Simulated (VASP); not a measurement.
# SiC (P3m1) in VASP: notebook

Runs on SiC. Level: LDA. Tasks: single point.

Everything below comes from runs of VASP 6.6.1. Logs are shortened: lines on timing, memory, paths and dates and some standing lists are left out, and cuts for length are marked.

## (1) The cell of the first run

The structure is trigonal, space group P3m1 (No. 156). Conventional cell: a = 3.076 Å, b = 3.076 Å, c = 5.048 Å, α = 90.00°, β = 90.00°, γ = 120.00°. Within 2.5 Å of Si (site symmetry 3m) lie 4 C at 1.85 to 2.02 Å. Within 2.5 Å of Si (site symmetry 3m) lie 4 C at 1.87 to 1.88 Å. Within 2.5 Å of C (site symmetry 3m) lie 4 Si at 1.88 to 2.02 Å. C (site symmetry 3m) has 4 Si at 1.85 to 1.87 Å within 2.5 Å.

## (2) Single point, LDA (mode 6 (550.6 1/cm) frozen in, largest displacement -0.060 Å)

INCAR

```
  PREC = Accurate
  ENCUT = 520
  EDIFF = 1E-6
  ISMEAR = 0
  SIGMA = 0.05
  LREAL = False
  LASPH = True
  NELM = 100
  ALGO = Normal
  ISIF = 2
  LWAVE = False
  LCHARG = True
  GGA = CA
  LELF = True
  LVHAR = True
  NBANDS = 16
```

KPOINTS

```
Automatic mesh
0
Gamma
  12 12 6
```

POSCAR

```
SiC
1.0
    3.0759982064      0.0000000000      0.0000000000
   -1.5379991032      2.6638925888      0.0000000000
    0.0000000000      0.0000000000      5.0480000000
Si C
2 2
Direct
    0.3333333333      0.6666666667     -0.0118858954
    0.6666666667      0.3333333333      0.5118858954
    0.3333333333      0.6666666667      0.3877118575
    0.6666666667      0.3333333333      0.8822881425
```

Potentials or basis: VASP PAW LDA potentials, release 64 (Si, C).

Started as:

```sh
$ cat potpaw_LDA.64/Si/POTCAR potpaw_LDA.64/C/POTCAR > POTCAR
$ mpirun -np 1 vasp_std > vasp.out
```

OUTCAR:

```text
PREC = Accurate
   ENCUT = 520
   EDIFF = 1E-6
   ISMEAR = 0
   LREAL = False
   LASPH = True
   NELM = 100
   ISIF = 2
   GGA = CA

 ion  position               nearest neighbor table
   1  0.333  0.667  0.988-   4 1.85   4 1.85   4 1.85   3 2.02   2 2.99   2 2.99   2 2.99
   2  0.667  0.333  0.512-   4 1.87   3 1.88   3 1.88   3 1.88   1 2.99   1 2.99   1 2.99
   3  0.333  0.667  0.388-   2 1.88   2 1.88   2 1.88   1 2.02
   4  0.667  0.333  0.882-   1 1.85   1 1.85   1 1.85   2 1.87

  LATTYP: Found a hexagonal cell.
 ALAT       =     3.0759982064
 C/A-ratio  =     1.6410932846

  Lattice vectors:

 A1 = (   3.0759982064,   0.0000000000,   0.0000000000)
 A2 = (  -1.5379991032,   2.6638925888,   0.0000000000)
 A3 = (   0.0000000000,   0.0000000000,   5.0480000000)

Analysis of symmetry for initial positions (statically):
=====================================================================
 Subroutine PRICEL returns:
 Original cell was already a primitive cell.

 Routine SETGRP: Setting up the symmetry group for a
 hexagonal supercell.

 Subroutine GETGRP returns: Found  6 space group operations
 (whereof  6 operations were pure point group operations)
 out of a pool of 24 trial point group operations.

The static configuration has the point symmetry C_3v.

Analysis of symmetry for dynamics (positions and initial velocities):
=====================================================================
 Subroutine PRICEL returns:
 Original cell was already a primitive cell.

 Routine SETGRP: Setting up the symmetry group for a
 hexagonal supercell.

 Subroutine GETGRP returns: Found  6 space group operations
 (whereof  6 operations were pure point group operations)
 out of a pool of 24 trial point group operations.

The dynamic configuration has the point symmetry C_3v.

 Subroutine INISYM returns: Found  6 space group operations
 (whereof  6 operations are pure point group operations),
 and found     1 'primitive' translations

----------------------------------------------------------------------------------------

                                     Primitive cell

  volume of cell :      41.3640

  direct lattice vectors                    reciprocal lattice vectors
     3.075998206  0.000000000  0.000000000     0.325097719  0.187695255  0.000000000
    -1.537999103  2.663892589  0.000000000     0.000000000  0.375390511  0.000000000
     0.000000000  0.000000000  5.048000000     0.000000000  0.000000000  0.198098257

  length of vectors
     3.075998206  3.075998206  5.048000000     0.375390511  0.375390511  0.198098257

  position of ions in fractional coordinates (direct lattice)
     0.333333333  0.666666667  0.988114105
     0.666666667  0.333333333  0.511885895
     0.333333333  0.666666667  0.387711858
     0.666666667  0.333333333  0.882288143

  ion indices of the primitive-cell ions
   primitive index   ion index
                 1           1
                 2           2
                 3           3
                 4           4

----------------------------------------------------------------------------------------

 KPOINTS: Automatic mesh

Automatic generation of k-mesh.
 Grid dimensions read from file:
 generate k-points for:   12   12    6

 Generating k-lattice:

  Cartesian coordinates                     Fractional coordinates (reciprocal lattice)
     0.027091477  0.015641271  0.000000000     0.083333333 -0.000000000  0.000000000
     0.000000000  0.031282543  0.000000000     0.000000000  0.083333333  0.000000000
     0.000000000  0.000000000  0.033016376     0.000000000  0.000000000  0.166666667

  Length of vectors
     0.031282543  0.031282543  0.033016376

  Shift w.r.t. Gamma in fractional coordinates (k-lattice)
     0.000000000  0.000000000  0.000000000

 Subroutine IBZKPT returns following result:
 ===========================================

 Found    100 irreducible k-points:

 Following reciprocal coordinates:
            Coordinates               Weight
  0.000000  0.000000  0.000000      1.000000
  0.083333 -0.000000  0.000000      6.000000
  0.166667 -0.000000  0.000000      6.000000
  0.250000  0.000000  0.000000      6.000000
  0.333333 -0.000000  0.000000      6.000000
  0.416667 -0.000000  0.000000      6.000000
[... 16 lines left out ...]
  0.166667 -0.000000  0.166667      6.000000
  0.000000  0.166667  0.166667      6.000000
 [... further k-points ...]
   k-points           NKPTS =    100   k-points in BZ     NKDIM =    100   number of bands    NBANDS=     16
   number of dos      NEDOS =    301   number of ions     NIONS =      4
   total plane-waves  NPLWV =  23040
   dimension x,y,z NGX =    24 NGY =   24 NGZ =   40
   dimension x,y,z NGXF=    48 NGYF=   48 NGZF=   80
   ions per type =               2   2
   NGX,Y,Z   is equivalent  to a cutoff of  12.97, 12.97, 13.17 a.u.
   NGXF,Y,Z  is equivalent  to a cutoff of  25.94, 25.94, 26.35 a.u.
 SYSTEM =  unknown system
   PREC   = accura    normal or accurate (medium, high low for compatibility)
   ISTART =      0    job   : 0-new  1-cont  2-samecut
   ICHARG =      2    charge: 1-file 2-atom 10-const
   ISPIN  =      1    spin polarized calculation?
   LNONCOLLINEAR =      F non collinear calculations
   LSORBIT =      F    spin-orbit coupling
   LASPH  =      T    aspherical Exc in radial PAW
   ENCUT  =  520.0 eV  38.22 Ry    6.18 a.u.   5.72  5.72  9.39*2*pi/ulx,y,z
   NELM   =    100;   NELMIN=  2; NELMDL= -5     # of ELM steps
   EDIFF  = 0.1E-05   stopping-criterion for ELM
   LREAL  =      F    real-space projection
   EDIFFG = 0.1E-04   stopping-criterion for IOM
   NSW    =      0    number of steps for IOM
   IBRION =     -1    ionic relax: 0-MD 1-quasi-New 2-CG
   NFREE  =      0    steps in history (QN), initial steepest desc. (CG)
   ISIF   =      2    stress and relaxation
   ISYM   =      2    0-nonsym 1-usesym 2-fastsym
   POTIM  = 0.5000    time-step for ionic-motion
   TEBEG  =    0.0;   TEEND  =   0.0 temperature during run
   PSTRESS=    0.0 pullay stress
   NELECT =      16.0000    total number of electrons
   NUPDOWN=      -1.0000    fix difference up-down
   EMIN   =  10.00;   EMAX   =-10.00  energy-range for DOS
   EFERMI =   0.00;   METHOD = LEGACY
   ISMEAR =     0;   SIGMA  =   0.05  broadening in eV -4-tet -1-fermi 0-gaus
   EFERMI_NEDOS =   21; number of points for ismear=-14 and -15
   IALGO  =     38    algorithm
   IMIX   =      4    mixing-type and parameters
     AMIX     =   0.40;   BMIX     =  1.00
     AMIX_MAG =   1.60;   BMIX_MAG =  1.00
  volume/ion in A,a.u.               =      10.34        69.78
  Fermi-wavevector in a.u.,A,eV,Ry     =   1.192818  2.254099 19.358564  1.422814
  Thomas-Fermi vector in A             =   2.328847
   LORBIT       =      0    0 simple, 1 ext, 2 COOP (PROOUT), +10 PAW based schemes
   GGA     = CA    functional components
   LHFCALC =     F    Hartree Fock is set to
   AEXX    =    0.0000 exact exchange contribution
   IVDW    =     0    specifies the selected vdW correction
   LEPSILON=     F    determine dielectric tensor
   LRPA    =     F    only Hartree local field effects (RPA)
 non-spin polarized calculation
 Gauss-broadening in eV      SIGMA  =   0.05
  energy-cutoff  :      520.00
  volume of cell :       41.36
 maximum number of plane-waves:      1132
 NGX is ok and might be reduce to    24
   NGX = 11   NGY = 11   NGZ = 19

 number of electron      16.0000000 magnetization

 Free energy of the ion-electron system (eV)
  ---------------------------------------------------
  ext. energy  EPLUGINS =         0.00000000
  ---------------------------------------------------
  free energy    TOTEN  =       -33.11701080 eV

  energy without entropy =      -33.11701080  energy(sigma->0) =      -33.11701080

 E-fermi :   8.6128     XC(G=0): -11.5475

 val. band max:        8.3493716960   @ k =   0.0000   0.0000   0.0000
 cond. band min:      10.5581625556   @ k =   0.3333   0.3333   0.0000
 fundamental gap:      2.2087908596
 Fermi energy:         8.6127912337

 k-point     1 :       0.0000    0.0000    0.0000
  band No.  band energies     occupation
      1      -7.3542      2.00000
      2      -3.6834      2.00000
      3      -0.3537      2.00000
      4       6.6332      2.00000
      5       6.6332      2.00000
      6       8.2238      2.00000
[... 8 lines left out ...]
     15      16.9643      0.00000
     16      19.5166      0.00000

 k-point     2 :       0.0833   -0.0000    0.0000
  band No.  band energies     occupation
      1      -7.2335      2.00000
      2      -3.5784      2.00000
      3      -0.2416      2.00000
      4       5.9797      2.00000
      5       6.4368      2.00000
      6       7.7571      2.00000
[... 8 lines left out ...]
     15      17.2610      0.00000
     16      18.5892      0.00000

 k-point     3 :       0.1667   -0.0000    0.0000
  band No.  band energies     occupation
      1      -6.8744      2.00000
      2      -3.2713      2.00000
      3       0.0860      2.00000
      4       4.5288      2.00000
      5       5.9820      2.00000
      6       6.6336      2.00000
[... 8 lines left out ...]
     15      17.6552      0.00000
     16      17.8962      0.00000

 k-point     4 :       0.2500    0.0000    0.0000
  band No.  band energies     occupation
      1      -6.2879      2.00000
      2      -2.7956      2.00000
      3       0.5784      2.00000
      4       2.9236      2.00000
      5       5.2472      2.00000
      6       5.4795      2.00000
[... 8 lines left out ...]
     15      18.1144      0.00000
     16      18.7283      0.00000
[... 324 lines left out ...]
 k-point    22 :       0.0000    0.0833    0.1667
  band No.  band energies     occupation
      1      -7.1079      2.00000
      2      -4.1002      2.00000
      3       0.5055      2.00000
      4       6.0480      2.00000
      5       6.4983      2.00000
      6       7.3794      2.00000
[... 8 lines left out ...]
     15      17.0302      0.00000
     16      19.0862      0.00000

 k-point    23 :       0.1667   -0.0000    0.1667
  band No.  band energies     occupation
      1      -6.7500      2.00000
      2      -3.7773      2.00000
      3       0.7992      2.00000
      4       4.6213      2.00000
      5       6.0540      2.00000
      6       6.3370      2.00000
[... 8 lines left out ...]
     15      17.6818      0.00000
     16      18.1955      0.00000

 k-point    24 :       0.0000    0.1667    0.1667
  band No.  band energies     occupation
      1      -6.7500      2.00000
      2      -3.7771      2.00000
      3       0.7972      2.00000
      4       4.6353      2.00000
      5       6.0542      2.00000
      6       6.3279      2.00000
[... 8 lines left out ...]
     15      17.8400      0.00000
     16      18.5338      0.00000

 [... further k-points ...]
[... 5 lines left out ...]
  --------------------------------------------------------------------------------------
  -------------------------------------------------------------------------------------
  Total       -0.4952045     -0.4952045     -1.2669151     -0.0000000      0.0000000      0.0000000
  in kB      -19.1810796    -19.1810796    -49.0722484     -0.0000000      0.0000000      0.0000000
  external PRESSURE =     -29.1448025 kB  Pullay stress =       0.0000000 kB

 VOLUME and BASIS-vectors are now :
 -----------------------------------------------------------------------------
  energy-cutoff  :      520.00
  volume of cell :       41.36
      direct lattice vectors                 reciprocal lattice vectors
     3.075998206  0.000000000  0.000000000     0.325097719  0.187695255  0.000000000
    -1.537999103  2.663892589  0.000000000     0.000000000  0.375390511  0.000000000
     0.000000000  0.000000000  5.048000000     0.000000000  0.000000000  0.198098257

 POSITION                                       TOTAL-FORCE (eV/Angst)
 -----------------------------------------------------------------------------------
     -0.00000      1.77593      4.98800        -0.000000      0.000000      2.439153
      1.53800      0.88796      2.58400        -0.000000      0.000000     -1.329383
     -0.00000      1.77593      1.95717         0.000000     -0.000000     -0.758390
      1.53800      0.88796      4.45379        -0.000000      0.000000     -0.351380
 -----------------------------------------------------------------------------------
    total drift:                                0.000000      0.000000      0.000241

  FREE ENERGIE OF THE ION-ELECTRON SYSTEM (eV)
  ---------------------------------------------------
  free  energy   TOTEN  =       -33.1170107964 eV

  energy  without entropy=      -33.1170107964  energy(sigma->0) =      -33.11701080
```

Run time: 33 s. Hardware: 1 thread of AMD EPYC 9R45 (Zen 5), shared host; peak memory 0.14 GiB.

Results:

```
Free energy            : -33.1170 eV
Pressure               : -2.9 GPa
Largest force          : 2.439 eV/Å
Band gap on the k mesh : 2.21 eV, indirect (least direct gap 3.83 eV)
```

Forces on the atoms (eV/Å):
```
Si   0.000  0.000  2.439
Si   0.000  0.000 -1.329
C    0.000  0.000 -0.758
C    0.000  0.000 -0.351
```

Stress tensor (GPa, compression positive):
```
-1.92  0.00  0.00
 0.00 -1.92  0.00
 0.00  0.00 -4.91
```

Caveat: the cell differs from its parent crystal (mode 6 (550.6 1/cm) frozen in, largest displacement -0.060 Å); forces of over 1 eV/Å act on the atoms, so gaps and moduli don't describe the material at rest.

## (3) Single point, LDA (mode 6 (550.6 1/cm) frozen in, largest displacement +0.030 Å)

INCAR

```
PREC = Accurate ; ENCUT = 520
EDIFF = 1E-7 ; ISMEAR = 0
SIGMA = 0.05 ; LREAL = F
LASPH = T ; NELM = 60
ALGO = Normal ; ISIF = 2
LWAVE = F ; LCHARG = T
LELF = T ; LVHAR = T
NBANDS = 16
```

KPOINTS

```
regular mesh
0
Gamma
  12 12 6
```

POSCAR

```
SiC
1.0
    3.0759982064      0.0000000000      0.0000000000
   -1.5379991032      2.6638925888      0.0000000000
    0.0000000000      0.0000000000      5.0480000000
Si C
2 2
Direct
    0.3333333333      0.6666666667      0.0059429477
    0.6666666667      0.3333333333      0.4940570523
    0.3333333333      0.6666666667      0.3836440712
    0.6666666667      0.3333333333      0.8863559288
```

Potentials or basis: VASP PAW LDA potentials, release 64 (Si, C).

Started as:

```sh
$ cat potpaw_LDA.64/Si/POTCAR potpaw_LDA.64/C/POTCAR > POTCAR
$ mpirun -np 1 vasp_std > vasp.out
```

It took 36 s on 1 thread of AMD EPYC 9R45 (Zen 5), shared host; peak memory 0.14 GiB.

It converged, with:

- Free energy: -33.2037 eV
- Pressure: -3.4 GPa
- Largest force: 1.629 eV/Å
- Band gap on the k mesh: 2.20 eV, indirect (least direct gap 3.94 eV)

Forces on the atoms (eV/Å):
```
Si   0.000  0.000 -0.249
Si   0.000  0.000  1.629
C    0.000  0.000 -0.595
C    0.000  0.000 -0.785
```

Stress tensor (GPa, compression positive):
```
-2.10  0.00  0.00
 0.00 -2.10  0.00
 0.00  0.00 -6.05
```

Levels at points of the mesh, in eV from the valence-band top:
```csv
k point,band 6,band 7,band 8,band 9,band 10,band 11
"(0.00, 0.00, 0.00)",-0.23,-0.23,0.00,4.57,6.05,6.39
"(0.50, 0.00, 0.00)",-3.57,-3.28,-1.46,2.48,4.12,6.68
"(0.00, 0.00, 0.50)",-1.20,-0.73,-0.73,5.46,5.83,6.91
"(0.50, 0.00, 0.50)",-2.47,-2.46,-2.19,3.02,3.14,4.86
```

Caveat: the cell differs from its parent crystal (mode 6 (550.6 1/cm) frozen in, largest displacement +0.030 Å); forces of over 1 eV/Å act on the atoms, so gaps and moduli don't describe the material at rest. A k mesh can miss the band edges.
